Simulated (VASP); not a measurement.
# B (Fd-3m) in VASP: further runs

The runs below take B through single point, relaxation of cell and atoms, with r2SCAN.

All numbers are computed with VASP 6.6.1; they aren't measurements. Logs are shortened: lines on timing, memory, paths and dates and some standing lists are left out, and cuts for length are marked.

### Step 1. The cell of the first run

It takes space group Fd-3m (No. 227, cubic). Conventional cell: a = 4.983 Å, b = 4.983 Å, c = 4.983 Å, α = 90.00°, β = 90.00°, γ = 90.00°. B (site symmetry -3m) has 6 B at 1.76 Å within 2.3 Å.

### Step 2. Single point, r2SCAN

File POSCAR:

```
B
1.0
    0.0000000000      2.4917035234      2.4917035234
    2.4917035234      0.0000000000      2.4917035234
    2.4917035234      2.4917035234      0.0000000000
B
4
Direct
    0.0000000000      0.0000000000      0.0000000000
    0.5000000000      0.0000000000      0.0000000000
    0.0000000000      0.0000000000      0.5000000000
    0.0000000000      0.5000000000      0.0000000000
```

File INCAR.step1:

```
SYSTEM = B
PREC = Accurate ; ENCUT = 520
ISMEAR = -1 ; SIGMA = 0.1
LREAL = .False. ; LASPH = .True.
NELM = 80 ; NBANDS = 14
GGA = PE ; ALGO = Normal
EDIFF = 1E-4 ; LWAVE = .True.
LCHARG = .False.
```

File INCAR.step2:

```
SYSTEM = B
PREC = Accurate ; ENCUT = 520
EDIFF = 1E-6 ; ISMEAR = -1
SIGMA = 0.1 ; LREAL = .False.
LASPH = .True. ; NELM = 80
ALGO = Normal ; ISIF = 2
LWAVE = .False. ; LCHARG = .False.
METAGGA = R2SCAN ; LMIXTAU = .True.
NBANDS = 14 ; ISTART = 1
```

File KPOINTS:

```
Automatic mesh
0
Gamma
  8 8 8
  0 0 0
```

Potentials or basis: VASP PAW PBE potentials, release 64 (B).

Launch:

```sh
> cat potpaw_PBE.64/B/POTCAR > POTCAR
> cp INCAR.step1 INCAR
> mpirun -np 1 vasp_std > vasp.out
> cp INCAR.step2 INCAR
> mpirun -np 1 vasp_std > vasp.out
```

OUTCAR:

```text
SYSTEM = B
   PREC = Accurate
   ENCUT = 520
   EDIFF = 1E-6
   ISMEAR = -1
   LREAL = .False.
   LASPH = .True.
   NELM = 80
   ISIF = 2
   METAGGA = R2SCAN
   ISTART = 1

 ion  position               nearest neighbor table
   1  0.000  0.000  0.000-   2 1.76   3 1.76   4 1.76   3 1.76   4 1.76   2 1.76
   2  0.500  0.000  0.000-   1 1.76   3 1.76   4 1.76   1 1.76   3 1.76   4 1.76
   3  0.000  0.000  0.500-   1 1.76   1 1.76   2 1.76   4 1.76   4 1.76   2 1.76
   4  0.000  0.500  0.000-   1 1.76   3 1.76   1 1.76   2 1.76   3 1.76   2 1.76

  LATTYP: Found a face centered cubic cell.
 ALAT       =     4.9834070468

  Lattice vectors:

 A1 = (   0.0000000000,   2.4917035234,   2.4917035234)
 A2 = (   2.4917035234,   0.0000000000,   2.4917035234)
 A3 = (   2.4917035234,   2.4917035234,   0.0000000000)

Analysis of symmetry for initial positions (statically):
=====================================================================
 Subroutine PRICEL returns:
 Original cell was already a primitive cell.

 Routine SETGRP: Setting up the symmetry group for a
 face centered cubic supercell.

 Subroutine GETGRP returns: Found 48 space group operations
 (whereof 12 operations were pure point group operations)
 out of a pool of 48 trial point group operations.

The static configuration has the point symmetry D_3d.
 The point group associated with its full space group is O_h .

Analysis of symmetry for dynamics (positions and initial velocities):
=====================================================================
 Subroutine PRICEL returns:
 Original cell was already a primitive cell.

 Routine SETGRP: Setting up the symmetry group for a
 face centered cubic supercell.

 Subroutine GETGRP returns: Found 48 space group operations
 (whereof 12 operations were pure point group operations)
 out of a pool of 48 trial point group operations.

The dynamic configuration has the point symmetry D_3d.
 The point group associated with its full space group is O_h .

 Subroutine INISYM returns: Found 48 space group operations
 (whereof 12 operations are pure point group operations),
 and found     1 'primitive' translations

----------------------------------------------------------------------------------------

                                     Primitive cell

  volume of cell :      30.9399

  direct lattice vectors                    reciprocal lattice vectors
     0.000000000  2.491703523  2.491703523    -0.200665928  0.200665928  0.200665928
     2.491703523  0.000000000  2.491703523     0.200665928 -0.200665928  0.200665928
     2.491703523  2.491703523  0.000000000     0.200665928  0.200665928 -0.200665928

  length of vectors
     3.523800916  3.523800916  3.523800916     0.347563583  0.347563583  0.347563583

  position of ions in fractional coordinates (direct lattice)
     0.000000000  0.000000000  0.000000000
     0.500000000  0.000000000  0.000000000
     0.000000000  0.000000000  0.500000000
     0.000000000  0.500000000  0.000000000

  ion indices of the primitive-cell ions
   primitive index   ion index
                 1           1
                 2           2
                 3           3
                 4           4

----------------------------------------------------------------------------------------

 KPOINTS: Automatic mesh

Automatic generation of k-mesh.
 Grid dimensions read from file:
 generate k-points for:    8    8    8

 Generating k-lattice:

  Cartesian coordinates                     Fractional coordinates (reciprocal lattice)
    -0.025083241  0.025083241  0.025083241     0.125000000  0.000000000  0.000000000
     0.025083241 -0.025083241  0.025083241     0.000000000  0.125000000  0.000000000
     0.025083241  0.025083241 -0.025083241     0.000000000  0.000000000  0.125000000

  Length of vectors
     0.043445448  0.043445448  0.043445448

  Shift w.r.t. Gamma in fractional coordinates (k-lattice)
     0.000000000  0.000000000  0.000000000

 Subroutine IBZKPT returns following result:
 ===========================================

 Found     29 irreducible k-points:

 Following reciprocal coordinates:
            Coordinates               Weight
  0.000000  0.000000  0.000000      1.000000
  0.125000  0.000000  0.000000      8.000000
  0.250000  0.000000  0.000000      8.000000
  0.375000  0.000000  0.000000      8.000000
  0.500000  0.000000  0.000000      4.000000
  0.125000  0.125000  0.000000      6.000000
[... 16 lines left out ...]
  0.500000  0.250000  0.125000     48.000000
 -0.375000  0.250000  0.125000     24.000000
 [... further k-points ...]
   k-points           NKPTS =     29   k-points in BZ     NKDIM =     29   number of bands    NBANDS=     14
   number of dos      NEDOS =    301   number of ions     NIONS =      4
   total plane-waves  NPLWV =  21952
   dimension x,y,z NGX =    28 NGY =   28 NGZ =   28
   dimension x,y,z NGXF=    56 NGYF=   56 NGZF=   56
   ions per type =               4
   NGX,Y,Z   is equivalent  to a cutoff of  13.21, 13.21, 13.21 a.u.
   NGXF,Y,Z  is equivalent  to a cutoff of  26.42, 26.42, 26.42 a.u.
 SYSTEM =  B
   PREC   = accura    normal or accurate (medium, high low for compatibility)
   ISTART =      1    job   : 0-new  1-cont  2-samecut
   ICHARG =      0    charge: 1-file 2-atom 10-const
   ISPIN  =      1    spin polarized calculation?
   LNONCOLLINEAR =      F non collinear calculations
   LSORBIT =      F    spin-orbit coupling
   LASPH  =      T    aspherical Exc in radial PAW
   ENCUT  =  520.0 eV  38.22 Ry    6.18 a.u.   6.55  6.55  6.55*2*pi/ulx,y,z
   NELM   =     80;   NELMIN=  2; NELMDL=  0     # of ELM steps
   EDIFF  = 0.1E-05   stopping-criterion for ELM
   LREAL  =      F    real-space projection
   EDIFFG = 0.1E-04   stopping-criterion for IOM
   NSW    =      0    number of steps for IOM
   IBRION =     -1    ionic relax: 0-MD 1-quasi-New 2-CG
   NFREE  =      0    steps in history (QN), initial steepest desc. (CG)
   ISIF   =      2    stress and relaxation
   ISYM   =      2    0-nonsym 1-usesym 2-fastsym
   POTIM  = 0.5000    time-step for ionic-motion
   TEBEG  =    0.0;   TEEND  =   0.0 temperature during run
   PSTRESS=    0.0 pullay stress
   NELECT =      12.0000    total number of electrons
   NUPDOWN=      -1.0000    fix difference up-down
   EMIN   =  10.00;   EMAX   =-10.00  energy-range for DOS
   EFERMI =   0.00;   METHOD = LEGACY
   ISMEAR =    -1;   SIGMA  =   0.10  broadening in eV -4-tet -1-fermi 0-gaus
   EFERMI_NEDOS =   21; number of points for ismear=-14 and -15
   IALGO  =     38    algorithm
   IMIX   =      4    mixing-type and parameters
     AMIX     =   0.40;   BMIX     =  1.00
     AMIX_MAG =   1.60;   BMIX_MAG =  1.00
  volume/ion in A,a.u.               =       7.73        52.20
  Fermi-wavevector in a.u.,A,eV,Ry     =   1.193884  2.256114 19.393194  1.425360
  Thomas-Fermi vector in A             =   2.329888
   LORBIT       =      0    0 simple, 1 ext, 2 COOP (PROOUT), +10 PAW based schemes
   METAGGA = R2SCAN    functional components
   LHFCALC =     F    Hartree Fock is set to
   AEXX    =    0.0000 exact exchange contribution
   IVDW    =     0    specifies the selected vdW correction
   LEPSILON=     F    determine dielectric tensor
   LRPA    =     F    only Hartree local field effects (RPA)
 non-spin polarized calculation
  energy-cutoff  :      520.00
  volume of cell :       30.94
 maximum number of plane-waves:       869
 NGX is ok and might be reduce to    28
   NGX = 13   NGY = 13   NGZ = 13

 number of electron      12.0000000 magnetization

 Free energy of the ion-electron system (eV)
  ---------------------------------------------------
  ext. energy  EPLUGINS =         0.00000000
  ---------------------------------------------------
  free energy    TOTEN  =       -26.40220031 eV

  energy without entropy =      -26.38173364  energy(sigma->0) =      -26.39196697

 E-fermi :   5.2168     XC(G=0): -12.0548

 val. band max:        5.0691664688   @ k =   0.5000   0.1250   0.0000
 cond. band min:       5.2283124965   @ k =  -0.3750   0.1250   0.0000
 fundamental gap:      0.1591460277
 Fermi energy:         5.2168172077

 k-point     1 :       0.0000    0.0000    0.0000
  band No.  band energies     occupation
      1     -11.1703      2.00000
      2      -4.2492      2.00000
      3       1.9111      2.00000
      4       1.9111      2.00000
      5       1.9111      2.00000
      6       6.9754      0.00000
      7       6.9754      0.00000
      8       8.2476      0.00000
      9       8.2476      0.00000
     10       8.2476      0.00000
     11      12.3662      0.00000
     12      18.6696      0.00000
     13      18.6696      0.00000
     14      18.6696      0.00000

 k-point     2 :       0.1250    0.0000    0.0000
  band No.  band energies     occupation
      1     -10.9702      2.00000
      2      -4.4162      2.00000
      3       0.9549      2.00000
      4       1.9657      2.00000
      5       1.9657      2.00000
      6       6.3570      0.00002
      7       6.3570      0.00002
      8       8.7911      0.00000
      9       8.7911      0.00000
     10       9.1484      0.00000
     11      13.1840      0.00000
     12      17.5576      0.00000
     13      19.4749      0.00000
     14      19.4749      0.00000
[... 343 lines left out ...]
      1      -9.0561      2.00000
      2      -6.0741      2.00000
      3      -2.1461      2.00000
      4       0.4548      2.00000
      5       2.5530      2.00000
      6       4.0091      1.99999
      7       6.7049      0.00000
      8       8.8715      0.00000
      9      11.0996      0.00000
     10      14.6758      0.00000
     11      16.4969      0.00000
     12      17.5705      0.00000
     13      19.1285      0.00000
     14      20.0420      0.00000

 k-point    24 :      -0.3750    0.2500    0.1250
  band No.  band energies     occupation
      1      -8.4655      2.00000
      2      -6.6621      2.00000
      3      -2.5222      2.00000
      4       0.3500      2.00000
      5       2.3309      2.00000
      6       4.7701      1.97731
      7       6.3029      0.00004
      8       8.5323      0.00000
      9      11.7801      0.00000
     10      14.7583      0.00000
     11      17.1586      0.00000
     12      17.1635      0.00000
     13      18.4052      0.00000
     14      21.8318      0.00000

 [... further k-points ...]

------------------------ aborting loop because EDIFF is reached ----------------------------------------

  FORCE on cell =-STRESS in cart. coord.  units (eV):
  Direction    XX          YY          ZZ          XY          YZ          ZX
  --------------------------------------------------------------------------------------
  -------------------------------------------------------------------------------------
  Total       -0.0115296     -0.0115296     -0.0115296      0.0000000     -0.0000000      0.0000000
  in kB       -0.5970444     -0.5970444     -0.5970444      0.0000000     -0.0000000      0.0000000
  external PRESSURE =      -0.5970444 kB  Pullay stress =       0.0000000 kB

 VOLUME and BASIS-vectors are now :
 -----------------------------------------------------------------------------
  energy-cutoff  :      520.00
  volume of cell :       30.94
      direct lattice vectors                 reciprocal lattice vectors
     0.000000000  2.491703523  2.491703523    -0.200665928  0.200665928  0.200665928
     2.491703523  0.000000000  2.491703523     0.200665928 -0.200665928  0.200665928
     2.491703523  2.491703523  0.000000000     0.200665928  0.200665928 -0.200665928

 POSITION                                       TOTAL-FORCE (eV/Angst)
 -----------------------------------------------------------------------------------
      0.00000      0.00000      0.00000         0.000000     -0.000000     -0.000000
      0.00000      1.24585      1.24585        -0.000000      0.000000     -0.000000
      1.24585      1.24585      0.00000        -0.000000     -0.000000     -0.000000
      1.24585      0.00000      1.24585         0.000000      0.000000      0.000000
 -----------------------------------------------------------------------------------
    total drift:                               -0.000000     -0.000000      0.000000

  FREE ENERGIE OF THE ION-ELECTRON SYSTEM (eV)
  ---------------------------------------------------
  free  energy   TOTEN  =       -26.4022003094 eV

  energy  without entropy=      -26.3817336404  energy(sigma->0) =      -26.39196697
```

Wall time 34 s (1 thread of Intel Xeon Platinum 8488C (Sapphire Rapids), shared host); peak memory 0.15 GiB.

Results:

```
Free energy            : -26.4022 eV
Pressure               : -0.1 GPa
Band gap on the k mesh : zero (band 6 reaches 6.98 eV, above the bottom of band 7 at 3.23 eV)
```

Caveat: the PAW data sets were made with another functional, which shifts forces and pressure a little.

(Part 1 of 2 ends here.)
